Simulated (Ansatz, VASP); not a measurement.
## Cr: VASP beside Ansatz

```
Cr
1.0
     4.02837    0.00000    0.00000
    -2.01419    3.48867    0.00000
     0.00000    0.00000   16.00000
Cr
1
Direct
  0.00000 0.00000 0.50000
```

Alike in both runs: task single point; functional PBE; k mesh 10 × 10 × 1; occupations fermi-dirac, width 0.08 eV; collinear spin.

```csv
,VASP,Ansatz
version,VASP 6.6.1,Ansatz 0.2.0
potentials or method,"VASP PAW PBE potentials, release 64 (Cr_pv)","PAW with Ansatz's default frozen-core files, scalar-relativistic"
plane-wave cutoff (eV),520,420
valence electrons in the cell,12,14
```

VASP gave:

| Item | Value |
| --- | --- |
| net moment per atom (μB) | 5.23 |
| size of the moment on the site where the two differ most (μB) | 4.33 |

Q: Estimate Ansatz's values.

A: net moment per atom (μB): 5.23; size of the moment on the site where the two differ most (μB): 4.90.

Site moments also hang on the region over which each program counts them. VASP's potentials hold 12 valence electrons a cell and Ansatz's 14, so a difference there can come from the potentials and not from the codes.
